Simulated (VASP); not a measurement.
# Co2Si (Pnma) in VASP: single point with PBE

Aim: the single point of Co2Si with PBE.

Program: VASP 6.6.1. These are calculated values, not measurements. Logs are shortened: lines on timing, memory, paths and dates and some standing lists are left out, and cuts for length are marked.

### Step 1. The cell of the first run

It takes space group Pnma (No. 62, orthorhombic). Conventional cell: a = 4.881 Å, b = 3.713 Å, c = 7.042 Å, α = 90.00°, β = 90.00°, γ = 90.00°. Co (site symmetry m) has 5 Si at 2.29 to 2.60 Å and 8 Co at 2.54 to 2.68 Å within 3.0 Å. Co (site symmetry m) has 5 Si at 2.33 to 2.58 Å and 8 Co at 2.48 to 2.67 Å within 3.1 Å. Si (site symmetry m) has 10 Co at 2.29 to 2.60 Å within 3.0 Å.

### Step 2. Single point, PBE, collinear spin, ferromagnetic start

Input file INCAR:

```
PREC = Accurate
ENCUT = 520
EDIFF = 1E-7
ISMEAR = 0
SIGMA = 0.2
LREAL = False
LASPH = True
NELM = 150
ALGO = Normal
ISIF = 2
LWAVE = False
LCHARG = False
ISPIN = 2
MAGMOM = 3 3 3 3 3 3 3 3 0 0 0 0
LORBIT = 11
LMAXMIX = 4
GGA = PE
NBANDS = 60
```

Input file KPOINTS:

```
Automatic mesh
0
Gamma
  3 4 3
```

Input file POSCAR:

```
Co2Si
1.0
    4.8805772690      0.0000000000      0.0000000000
    0.0000000000      3.7128736096      0.0000000000
    0.0000000000      0.0000000000      7.0418304219
Co Si
8 4
Direct
    0.8268340617      0.7500000000      0.4342302423
    0.6731659383      0.2500000000      0.9342302423
    0.4643237846      0.7500000000      0.7179846854
    0.0356762154      0.2500000000      0.2179846854
    0.3268340617      0.7500000000      0.0657697577
    0.1731659383      0.2500000000      0.5657697577
    0.9643237846      0.7500000000      0.7820153146
    0.5356762154      0.2500000000      0.2820153146
    0.7019893483      0.2500000000      0.6045366961
    0.7980106517      0.7500000000      0.1045366961
    0.2019893483      0.2500000000      0.8954633039
    0.2980106517      0.7500000000      0.3954633039
```

Potentials or basis: VASP PAW PBE potentials, release 64 (Co, Si).

Launch:

```
$ cat potpaw_PBE.64/Co/POTCAR potpaw_PBE.64/Si/POTCAR > POTCAR
$ mpirun -np 1 vasp_std > vasp.out
```

OUTCAR:

```text
PREC = Accurate
   ENCUT = 520
   EDIFF = 1E-7
   ISMEAR = 0
   LREAL = False
   LASPH = True
   NELM = 150
   ISIF = 2
   ISPIN = 2
   LORBIT = 11
   GGA = PE

 ion  position               nearest neighbor table
   1  0.827  0.750  0.434-   9 2.29   9 2.29  12 2.32  10 2.33   7 2.54   8 2.57   8 2.57  12 2.60
                             4 2.61   4 2.61   3 2.67   6 2.68   6 2.68
   2  0.673  0.250  0.934-  10 2.29  10 2.29  11 2.32   9 2.33   8 2.54   7 2.57   7 2.57  11 2.60
                             3 2.61   3 2.61   4 2.67   5 2.68   5 2.68
   3  0.464  0.750  0.718-   9 2.33   9 2.33  12 2.41   7 2.48   7 2.48   5 2.54   6 2.57   6 2.57
                            11 2.58  11 2.58   2 2.61   2 2.61   1 2.67
   4  0.036  0.250  0.218-  10 2.33  10 2.33  11 2.41   8 2.48   8 2.48   6 2.54   5 2.57   5 2.57
                            12 2.58  12 2.58   1 2.61   1 2.61   2 2.67
   5  0.327  0.750  0.066-  11 2.29  11 2.29  10 2.32  12 2.33   3 2.54   4 2.57   4 2.57  10 2.60
                             8 2.61   8 2.61   7 2.67   2 2.68   2 2.68
   6  0.173  0.250  0.566-  12 2.29  12 2.29   9 2.32  11 2.33   4 2.54   3 2.57   3 2.57   9 2.60
                             7 2.61   7 2.61   8 2.67   1 2.68   1 2.68
   7  0.964  0.750  0.782-  11 2.33  11 2.33  10 2.41   3 2.48   3 2.48   1 2.54   2 2.57   2 2.57
                             9 2.58   9 2.58   6 2.61   6 2.61   5 2.67
   8  0.536  0.250  0.282-  12 2.33  12 2.33   9 2.41   4 2.48   4 2.48   2 2.54   1 2.57   1 2.57
                            10 2.58  10 2.58   5 2.61   5 2.61   6 2.67
   9  0.702  0.250  0.605-   1 2.29   1 2.29   6 2.32   2 2.33   3 2.33   3 2.33   8 2.41   7 2.58
                             7 2.58   6 2.60  12 3.08  12 3.08
  10  0.798  0.750  0.105-   2 2.29   2 2.29   5 2.32   1 2.33   4 2.33   4 2.33   7 2.41   8 2.58
                             8 2.58   5 2.60  11 3.08  11 3.08
  11  0.202  0.250  0.895-   5 2.29   5 2.29   2 2.32   6 2.33   7 2.33   7 2.33   4 2.41   3 2.58
                             3 2.58   2 2.60  10 3.08  10 3.08
  12  0.298  0.750  0.395-   6 2.29   6 2.29   1 2.32   5 2.33   8 2.33   8 2.33   3 2.41   4 2.58
                             4 2.58   1 2.60   9 3.08   9 3.08

  LATTYP: Found a simple orthorhombic cell.
 ALAT       =     3.7128736096
 B/A-ratio  =     1.3145013222
 C/A-ratio  =     1.8965984739

  Lattice vectors:

 A1 = (   0.0000000000,  -3.7128736096,   0.0000000000)
 A2 = (   4.8805772690,   0.0000000000,   0.0000000000)
 A3 = (   0.0000000000,   0.0000000000,   7.0418304219)

Analysis of symmetry for initial positions (statically):
=====================================================================
 Subroutine PRICEL returns:
 Original cell was already a primitive cell.

 Routine SETGRP: Setting up the symmetry group for a
 simple orthorhombic supercell.

 Subroutine GETGRP returns: Found  8 space group operations
 (whereof  2 operations were pure point group operations)
 out of a pool of  8 trial point group operations.

The static configuration has the point symmetry S_2 .
 The point group associated with its full space group is D_2h.

Analysis of symmetry for dynamics (positions and initial velocities):
=====================================================================
 Subroutine PRICEL returns:
 Original cell was already a primitive cell.

 Routine SETGRP: Setting up the symmetry group for a
 simple orthorhombic supercell.

 Subroutine GETGRP returns: Found  8 space group operations
 (whereof  2 operations were pure point group operations)
 out of a pool of  8 trial point group operations.

The dynamic configuration has the point symmetry S_2 .
 The point group associated with its full space group is D_2h.

Analysis of structural, dynamic, and magnetic symmetry:
=====================================================================
 Subroutine PRICEL returns:
 Original cell was already a primitive cell.

 Routine SETGRP: Setting up the symmetry group for a
 simple orthorhombic supercell.

 Subroutine GETGRP returns: Found  8 space group operations
 (whereof  2 operations were pure point group operations)
 out of a pool of  8 trial point group operations.

The overall configuration has the point symmetry S_2 .
 The point group associated with its full space group is D_2h.

 Subroutine INISYM returns: Found  8 space group operations
 (whereof  2 operations are pure point group operations),
 and found     1 'primitive' translations

----------------------------------------------------------------------------------------

                                     Primitive cell

  volume of cell :     127.6048

  direct lattice vectors                    reciprocal lattice vectors
[... 104 lines left out ...]
   PSTRESS=    0.0 pullay stress
   NELECT =      88.0000    total number of electrons
   NUPDOWN=      -1.0000    fix difference up-down
   EMIN   =  10.00;   EMAX   =-10.00  energy-range for DOS
   EFERMI =   0.00;   METHOD = LEGACY
   ISMEAR =     0;   SIGMA  =   0.20  broadening in eV -4-tet -1-fermi 0-gaus
   EFERMI_NEDOS =   21; number of points for ismear=-14 and -15
   IALGO  =     38    algorithm
   IMIX   =      4    mixing-type and parameters
     AMIX     =   0.40;   BMIX     =  1.00
     AMIX_MAG =   1.60;   BMIX_MAG =  1.00
  volume/ion in A,a.u.               =      10.63        71.76
  Fermi-wavevector in a.u.,A,eV,Ry     =   1.446372  2.733247 28.463289  2.091993
  Thomas-Fermi vector in A             =   2.564448
   LORBIT       =     11    0 simple, 1 ext, 2 COOP (PROOUT), +10 PAW based schemes
   GGA     = PE    functional components
   LHFCALC =     F    Hartree Fock is set to
   AEXX    =    0.0000 exact exchange contribution
   IVDW    =     0    specifies the selected vdW correction
   LEPSILON=     F    determine dielectric tensor
   LRPA    =     F    only Hartree local field effects (RPA)
 spin polarized calculation
 Gauss-broadening in eV      SIGMA  =   0.20
  energy-cutoff  :      520.00
  volume of cell :      127.60
 maximum number of plane-waves:      3454
   NGX = 19   NGY = 13   NGZ = 27

 number of electron      87.9999940 magnetization      10.1689846

 number of electron      87.9999942 magnetization       2.0496342

 Free energy of the ion-electron system (eV)
  ---------------------------------------------------
  ext. energy  EPLUGINS =         0.00000000
  ---------------------------------------------------
  free energy    TOTEN  =       -83.55057389 eV

  energy without entropy =      -83.32362681  energy(sigma->0) =      -83.43710035

 E-fermi :  11.5844     XC(G=0): -13.1615

 val. band max:       11.5800370710   @ k =   0.3333   0.5000   0.3333
 cond. band min:      11.5922578292   @ k =   0.3333   0.5000   0.0000
 fundamental gap:      0.0122207582
 Fermi energy:        11.5843853102

 spin component 1

 k-point     1 :       0.0000    0.0000    0.0000
  band No.  band energies     occupation
      1      -0.7349      1.00000
      2       1.6828      1.00000
      3       2.0624      1.00000
      4       3.9235      1.00000
      5       5.4862      1.00000
      6       5.6901      1.00000
[... 697 lines left out ...]
     55      15.8964      0.00000
     56      15.8964      0.00000
 Fermi energy:        11.5843853102

 spin component 2

 k-point     1 :       0.0000    0.0000    0.0000
  band No.  band energies     occupation
      1      -0.7607      1.00000
      2       1.6525      1.00000
      3       2.0430      1.00000
      4       3.9082      1.00000
      5       5.5027      1.00000
      6       5.7279      1.00000
[... 697 lines left out ...]
     55      16.0122      0.00000
     56      16.0122      0.00000
 [bands above 56 left out]

------------------------ aborting loop because EDIFF is reached ----------------------------------------

  FORCE on cell =-STRESS in cart. coord.  units (eV):
  Direction    XX          YY          ZZ          XY          YZ          ZX
  --------------------------------------------------------------------------------------
  -------------------------------------------------------------------------------------
  Total       -0.1040563     -0.1464206     -0.3454515      0.0000000      0.0000000      0.0000000
  in kB       -1.3065077     -1.8384242     -4.3374129      0.0000000      0.0000000      0.0000000
  external PRESSURE =      -2.4941149 kB  Pullay stress =       0.0000000 kB

 VOLUME and BASIS-vectors are now :
 -----------------------------------------------------------------------------
  energy-cutoff  :      520.00
  volume of cell :      127.60
      direct lattice vectors                 reciprocal lattice vectors
     4.880577269  0.000000000  0.000000000     0.204893795  0.000000000  0.000000000
     0.000000000  3.712873610  0.000000000     0.000000000  0.269333165  0.000000000
     0.000000000  0.000000000  7.041830422     0.000000000  0.000000000  0.142008532

 POSITION                                       TOTAL-FORCE (eV/Angst)
 -----------------------------------------------------------------------------------
      4.03543      2.78466      3.05778        -0.009941      0.000000      0.032830
      3.28544      0.92822      6.57869         0.009941     -0.000000      0.032830
      2.26617      2.78466      5.05593        -0.024455      0.000000      0.004661
      0.17412      0.92822      1.53501         0.024455     -0.000000      0.004661
      1.59514      2.78466      0.46314        -0.009941      0.000000     -0.032830
      0.84515      0.92822      3.98405         0.009941     -0.000000     -0.032830
      4.70646      2.78466      5.50682        -0.024455      0.000000     -0.004661
      2.61441      0.92822      1.98590         0.024455      0.000000     -0.004661
      3.42611      0.92822      4.25704         0.015085     -0.000000      0.023162
      3.89475      2.78466      0.73613        -0.015085     -0.000000      0.023162
      0.98582      0.92822      6.30570         0.015085      0.000000     -0.023162
      1.45446      2.78466      2.78479        -0.015085      0.000000     -0.023162
 -----------------------------------------------------------------------------------
    total drift:                                0.000000      0.000000      0.000000

  FREE ENERGIE OF THE ION-ELECTRON SYSTEM (eV)
  ---------------------------------------------------
  free  energy   TOTEN  =       -83.5505738896 eV

  energy  without entropy=      -83.3236268089  energy(sigma->0) =      -83.43710035

 total charge

# of ion       s       p       d       tot
------------------------------------------
    1        0.457   0.588   7.500   8.545
    2        0.457   0.588   7.500   8.545
    3        0.438   0.560   7.448   8.446
    4        0.438   0.560   7.448   8.446
    5        0.457   0.588   7.500   8.545
    6        0.457   0.588   7.500   8.545
    7        0.438   0.560   7.448   8.446
    8        0.438   0.560   7.448   8.446
    9        0.731   0.908   0.000   1.639
   10        0.731   0.908   0.000   1.639
   11        0.731   0.908   0.000   1.639
   12        0.731   0.908   0.000   1.639
--------------------------------------------------
tot          6.505   8.224  59.793  74.522

 magnetization (x)

# of ion       s       p       d       tot
------------------------------------------
    1       -0.003  -0.009   0.227   0.216
    2       -0.003  -0.009   0.227   0.216
    3       -0.001  -0.006   0.346   0.340
    4       -0.001  -0.006   0.346   0.340
    5       -0.003  -0.009   0.227   0.216
    6       -0.003  -0.009   0.227   0.216
    7       -0.001  -0.006   0.346   0.340
    8       -0.001  -0.006   0.346   0.340
    9       -0.003  -0.012   0.000  -0.015
   10       -0.003  -0.012   0.000  -0.015
   11       -0.003  -0.012   0.000  -0.015
   12       -0.003  -0.012   0.000  -0.015
--------------------------------------------------
tot         -0.023  -0.107   2.292   2.162
```

Run time: 3.8 min. Hardware: 1 thread of AMD EPYC 9R45 (Zen 5), shared host; peak memory 0.3 GiB.

Results:

```yaml
Free_energy: -83.5506 eV
Pressure: -0.2 GPa
Largest_force: 0.034 eV/Å
Net_moment: 2.05 μB per cell
Site_moments: Co +0.22, +0.34; Si -0.01 μB
Valence_electrons_inside_the_program's_atomic_spheres: Co 8.54, 8.45; Si 1.64
```

Forces on the atoms (eV/Å):
```
Co  -0.010  0.000  0.033
Co   0.010  0.000  0.033
Co  -0.024  0.000  0.005
Co   0.024  0.000  0.005
Co  -0.010  0.000 -0.033
Co   0.010  0.000 -0.033
Co  -0.024  0.000 -0.005
Co   0.024  0.000 -0.005
Si   0.015  0.000  0.023
Si  -0.015  0.000  0.023
Si   0.015  0.000 -0.023
Si  -0.015  0.000 -0.023
```

Stress tensor (GPa, compression positive):
```
-0.13  0.00  0.00
 0.00 -0.18  0.00
 0.00  0.00 -0.43
```

Caveat: the k points lie up to 0.43 Å⁻¹ apart.
